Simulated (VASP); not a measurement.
# In (Im-3m) in VASP: a series of runs

The runs below take In through single point, with PBEsol.

All numbers are computed with VASP 6.6.1; they aren't measurements. Logs are shortened: lines on timing, memory, paths and dates and some standing lists are left out, and cuts for length are marked.

## 1. The cell of the first run

The structure is cubic, space group Im-3m (No. 229). Conventional cell: a = 3.662 Å, b = 3.662 Å, c = 3.662 Å, α = 90.00°, β = 90.00°, γ = 90.00°. Within 4.2 Å of In (site symmetry m-3m) lie 14 In at 3.17 to 3.66 Å.

## 2. Single point, PBEsol (volume scaled by 0.95)

INCAR

```
SYSTEM = In
PREC = Accurate
ENCUT = 520
EDIFF = 1E-6
ISMEAR = -1
SIGMA = 0.1
LREAL = .False.
LASPH = .True.
NELM = 80
ALGO = Normal
ISIF = 2
LWAVE = .False.
LCHARG = .False.
GGA = PS
NBANDS = 12
```

KPOINTS

```
regular mesh
0
Gamma
  16 16 16
  0 0 0
```

POSCAR

```
In
1.0
   -1.8308266263      1.8308266263      1.8308266263
    1.8308266263     -1.8308266263      1.8308266263
    1.8308266263      1.8308266263     -1.8308266263
In
1
Direct
    0.0000000000      0.0000000000      0.0000000000
```

Potentials or basis: VASP PAW PBE potentials, release 64 (In_d).

Launch:

```console
$ cat potpaw_PBE.64/In_d/POTCAR > POTCAR
$ mpirun -np 1 vasp_std > vasp.out
```

OUTCAR:

```text
SYSTEM = In
   PREC = Accurate
   ENCUT = 520
   EDIFF = 1E-6
   ISMEAR = -1
   LREAL = .False.
   LASPH = .True.
   NELM = 80
   ISIF = 2
   GGA = PS

 ion  position               nearest neighbor table
   1  0.000  0.000  0.000-

  LATTYP: Found a body centered cubic cell.
 ALAT       =     3.6616532526

  Lattice vectors:

 A1 = (  -1.8308266263,   1.8308266263,   1.8308266263)
 A2 = (   1.8308266263,  -1.8308266263,   1.8308266263)
 A3 = (   1.8308266263,   1.8308266263,  -1.8308266263)

Analysis of symmetry for initial positions (statically):
=====================================================================
 Subroutine PRICEL returns:
 Original cell was already a primitive cell.

 Routine SETGRP: Setting up the symmetry group for a
 body centered cubic supercell.

 Subroutine GETGRP returns: Found 48 space group operations
 (whereof 48 operations were pure point group operations)
 out of a pool of 48 trial point group operations.

The static configuration has the point symmetry O_h .

Analysis of symmetry for dynamics (positions and initial velocities):
=====================================================================
 Subroutine PRICEL returns:
 Original cell was already a primitive cell.

 Routine SETGRP: Setting up the symmetry group for a
 body centered cubic supercell.

 Subroutine GETGRP returns: Found 48 space group operations
 (whereof 48 operations were pure point group operations)
 out of a pool of 48 trial point group operations.

The dynamic configuration has the point symmetry O_h .

 Subroutine INISYM returns: Found 48 space group operations
 (whereof 48 operations are pure point group operations),
 and found     1 'primitive' translations

----------------------------------------------------------------------------------------

                                     Primitive cell

  volume of cell :      24.5472

  direct lattice vectors                    reciprocal lattice vectors
    -1.830826626  1.830826626  1.830826626     0.000000000  0.273100682  0.273100682
     1.830826626 -1.830826626  1.830826626     0.273100682  0.000000000  0.273100682
     1.830826626  1.830826626 -1.830826626     0.273100682  0.273100682  0.000000000

  length of vectors
     3.171084737  3.171084737  3.171084737     0.386222688  0.386222688  0.386222688

  position of ions in fractional coordinates (direct lattice)
     0.000000000  0.000000000  0.000000000

  ion indices of the primitive-cell ions
   primitive index   ion index
                 1           1

----------------------------------------------------------------------------------------

 KPOINTS: regular mesh

Automatic generation of k-mesh.
 Grid dimensions read from file:
 generate k-points for:   16   16   16

 Generating k-lattice:

  Cartesian coordinates                     Fractional coordinates (reciprocal lattice)
     0.000000000  0.017068793  0.017068793     0.062500000  0.000000000  0.000000000
     0.017068793  0.000000000  0.017068793     0.000000000  0.062500000  0.000000000
     0.017068793  0.017068793  0.000000000     0.000000000  0.000000000  0.062500000

  Length of vectors
     0.024138918  0.024138918  0.024138918

  Shift w.r.t. Gamma in fractional coordinates (k-lattice)
     0.000000000  0.000000000  0.000000000

 Subroutine IBZKPT returns following result:
 ===========================================

 Found    145 irreducible k-points:

 Following reciprocal coordinates:
            Coordinates               Weight
  0.000000  0.000000  0.000000      1.000000
  0.062500  0.000000  0.000000     12.000000
  0.125000  0.000000  0.000000     12.000000
  0.187500  0.000000  0.000000     12.000000
  0.250000  0.000000  0.000000     12.000000
  0.312500  0.000000  0.000000     12.000000
[... 16 lines left out ...]
  0.187500  0.187500  0.000000     24.000000
  0.250000  0.187500  0.000000     48.000000
 [... further k-points ...]
   k-points           NKPTS =    145   k-points in BZ     NKDIM =    145   number of bands    NBANDS=     12
   number of dos      NEDOS =    301   number of ions     NIONS =      1
   total plane-waves  NPLWV =  13824
   dimension x,y,z NGX =    24 NGY =   24 NGZ =   24
   dimension x,y,z NGXF=    48 NGYF=   48 NGZF=   48
   ions per type =               1
   NGX,Y,Z   is equivalent  to a cutoff of  12.58, 12.58, 12.58 a.u.
   NGXF,Y,Z  is equivalent  to a cutoff of  25.16, 25.16, 25.16 a.u.
 SYSTEM =  In
   PREC   = accura    normal or accurate (medium, high low for compatibility)
   ISTART =      0    job   : 0-new  1-cont  2-samecut
   ICHARG =      2    charge: 1-file 2-atom 10-const
   ISPIN  =      1    spin polarized calculation?
   LNONCOLLINEAR =      F non collinear calculations
   LSORBIT =      F    spin-orbit coupling
   LASPH  =      T    aspherical Exc in radial PAW
   ENCUT  =  520.0 eV  38.22 Ry    6.18 a.u.   5.90  5.90  5.90*2*pi/ulx,y,z
   NELM   =     80;   NELMIN=  2; NELMDL= -5     # of ELM steps
   EDIFF  = 0.1E-05   stopping-criterion for ELM
   LREAL  =      F    real-space projection
   EDIFFG = 0.1E-04   stopping-criterion for IOM
   NSW    =      0    number of steps for IOM
   IBRION =     -1    ionic relax: 0-MD 1-quasi-New 2-CG
   NFREE  =      0    steps in history (QN), initial steepest desc. (CG)
   ISIF   =      2    stress and relaxation
   ISYM   =      2    0-nonsym 1-usesym 2-fastsym
   POTIM  = 0.5000    time-step for ionic-motion
   TEBEG  =    0.0;   TEEND  =   0.0 temperature during run
   PSTRESS=    0.0 pullay stress
   NELECT =      13.0000    total number of electrons
   NUPDOWN=      -1.0000    fix difference up-down
   EMIN   =  10.00;   EMAX   =-10.00  energy-range for DOS
   EFERMI =   0.00;   METHOD = LEGACY
   ISMEAR =    -1;   SIGMA  =   0.10  broadening in eV -4-tet -1-fermi 0-gaus
   EFERMI_NEDOS =   21; number of points for ismear=-14 and -15
   IALGO  =     38    algorithm
   IMIX   =      4    mixing-type and parameters
     AMIX     =   0.40;   BMIX     =  1.00
     AMIX_MAG =   1.60;   BMIX_MAG =  1.00
  volume/ion in A,a.u.               =      24.55       165.65
  Fermi-wavevector in a.u.,A,eV,Ry     =   1.324510  2.502962 23.869082  1.754328
  Thomas-Fermi vector in A             =   2.454040
   LORBIT       =      0    0 simple, 1 ext, 2 COOP (PROOUT), +10 PAW based schemes
   GGA     = PS    functional components
   LHFCALC =     F    Hartree Fock is set to
   AEXX    =    0.0000 exact exchange contribution
   IVDW    =     0    specifies the selected vdW correction
   LEPSILON=     F    determine dielectric tensor
   LRPA    =     F    only Hartree local field effects (RPA)
 non-spin polarized calculation
  energy-cutoff  :      520.00
  volume of cell :       24.55
 maximum number of plane-waves:       682
   NGX = 11   NGY = 11   NGZ = 11

 number of electron      12.9999998 magnetization

 Free energy of the ion-electron system (eV)
  ---------------------------------------------------
  ext. energy  EPLUGINS =         0.00000000
  ---------------------------------------------------
  free energy    TOTEN  =        -2.96525167 eV

  energy without entropy =       -2.94814699  energy(sigma->0) =       -2.95669933

 E-fermi :   8.1091     XC(G=0): -10.7138

 val. band max:        8.0888697127   @ k =  -0.3125   0.5000   0.1250
 cond. band min:       8.1106167034   @ k =  -0.3750   0.4375   0.1875
 fundamental gap:      0.0217469907
 Fermi energy:         8.1091400138

 k-point     1 :       0.0000    0.0000    0.0000
  band No.  band energies     occupation
      1      -6.5701      2.00000
      2      -6.5701      2.00000
      3      -6.5701      2.00000
      4      -6.2400      2.00000
      5      -6.2400      2.00000
      6      -1.9125      2.00000
      7      19.9192      0.00000
      8      19.9192      0.00000
      9      19.9192      0.00000
     10      21.3006      0.00000
     11      21.3006      0.00000
     12      21.3006      0.00000

 k-point     2 :       0.0625    0.0000    0.0000
  band No.  band energies     occupation
      1      -6.5753      2.00000
      2      -6.5655      2.00000
      3      -6.5507      2.00000
      4      -6.2456      2.00000
      5      -6.2401      2.00000
      6      -1.8174      2.00000
      7      18.8558      0.00000
      8      19.4126      0.00000
      9      19.6405      0.00000
     10      20.7623      0.00000
     11      21.0098      0.00000
     12      21.2177      0.00000

 k-point     3 :       0.1250    0.0000    0.0000
  band No.  band energies     occupation
      1      -6.5903      2.00000
      2      -6.5550      2.00000
      3      -6.4953      2.00000
      4      -6.2604      2.00000
      5      -6.2404      2.00000
      6      -1.5299      2.00000
      7      16.6535      0.00000
      8      18.3805      0.00000
      9      18.8876      0.00000
     10      20.2484      0.00000
     11      20.4480      0.00000
     12      21.3786      0.00000

 k-point     4 :       0.1875    0.0000    0.0000
  band No.  band energies     occupation
      1      -6.6127      2.00000
      2      -6.5474      2.00000
      3      -6.4109      2.00000
      4      -6.2774      2.00000
      5      -6.2408      2.00000
      6      -1.0454      2.00000
      7      14.3149      0.00000
      8      17.2839      0.00000
      9      18.0076      0.00000
     10      19.7946      0.00000
     11      19.8928      0.00000
     12      21.8579      0.00000

 k-point     5 :       0.2500    0.0000    0.0000
  band No.  band energies     occupation
      1      -6.6389      2.00000
      2      -6.5532      2.00000
      3      -6.3094      2.00000
      4      -6.2864      2.00000
      5      -6.2410      2.00000
      6      -0.3595      2.00000
      7      12.0451      0.00000
      8      16.2837      0.00000
      9      17.2015      0.00000
     10      19.4186      0.00000
     11      19.4215      0.00000
     12      22.5718      0.00000
[... 228 lines left out ...]
      1      -6.6768      2.00000
      2      -6.5864      2.00000
      3      -6.2689      2.00000
      4      -6.2572      2.00000
      5      -6.0909      2.00000
      6       3.1826      2.00000
      7       6.3554      2.00000
      8      12.2920      0.00000
      9      15.0218      0.00000
     10      19.4172      0.00000
     11      21.7433      0.00000
     12      23.9508      0.00000

 k-point    22 :       0.4375    0.1250   -0.0000
  band No.  band energies     occupation
      1      -6.6813      2.00000
      2      -6.5925      2.00000
      3      -6.2611      2.00000
      4      -6.2606      2.00000
      5      -6.0740      2.00000
      6       4.3851      2.00000
      7       4.9758      2.00000
      8      12.1816      0.00000
      9      14.9238      0.00000
     10      19.3658      0.00000
     11      21.6947      0.00000
     12      24.8021      0.00000

 k-point    23 :       0.1875    0.1875    0.0000
  band No.  band energies     occupation
      1      -6.6336      2.00000
      2      -6.5409      2.00000
      3      -6.3003      2.00000
      4      -6.2738      2.00000
      5      -6.2127      2.00000
      6       0.7278      2.00000
      7      11.0057      0.00000
      8      12.1727      0.00000
      9      15.7760      0.00000
     10      20.6248      0.00000
     11      21.0192      0.00000
     12      23.9133      0.00000

 k-point    24 :       0.2500    0.1875    0.0000
  band No.  band energies     occupation
      1      -6.6471      2.00000
      2      -6.5335      2.00000
      3      -6.2922      2.00000
      4      -6.2761      2.00000
      5      -6.1696      2.00000
      6       1.7144      2.00000
      7       9.3349      0.00001
      8      11.2236      0.00000
      9      15.2604      0.00000
     10      20.4423      0.00000
     11      21.6404      0.00000
     12      24.2290      0.00000

 [... further k-points ...]

------------------------ aborting loop because EDIFF is reached ----------------------------------------

  FORCE on cell =-STRESS in cart. coord.  units (eV):
  Direction    XX          YY          ZZ          XY          YZ          ZX
  --------------------------------------------------------------------------------------
  -------------------------------------------------------------------------------------
  Total        0.3917063      0.3917063      0.3917063     -0.0000000     -0.0000000      0.0000000
  in kB       25.5663943     25.5663943     25.5663943     -0.0000000     -0.0000000      0.0000000
  external PRESSURE =      25.5663943 kB  Pullay stress =       0.0000000 kB

 VOLUME and BASIS-vectors are now :
 -----------------------------------------------------------------------------
  energy-cutoff  :      520.00
  volume of cell :       24.55
      direct lattice vectors                 reciprocal lattice vectors
    -1.830826626  1.830826626  1.830826626     0.000000000  0.273100682  0.273100682
     1.830826626 -1.830826626  1.830826626     0.273100682  0.000000000  0.273100682
     1.830826626  1.830826626 -1.830826626     0.273100682  0.273100682  0.000000000

 POSITION                                       TOTAL-FORCE (eV/Angst)
 -----------------------------------------------------------------------------------
      0.00000      0.00000      0.00000         0.000000     -0.000000      0.000000
 -----------------------------------------------------------------------------------
    total drift:                               -0.000000      0.000000     -0.000000

  FREE ENERGIE OF THE ION-ELECTRON SYSTEM (eV)
  ---------------------------------------------------
  free  energy   TOTEN  =        -2.9652516736 eV

  energy  without entropy=       -2.9481469884  energy(sigma->0) =       -2.95669933
```

It took 8.3 s on 1 thread of Intel Xeon 6975P-C (Granite Rapids), shared host; peak memory 0.16 GiB.

What came out:

* Free energy: -2.9653 eV
* Pressure: 2.6 GPa

Caveat: the PAW data sets were made with another functional, which shifts forces and pressure a little; spin-orbit coupling is left out, which moves the levels of the heavy elements.

[end of part 1 of 2]
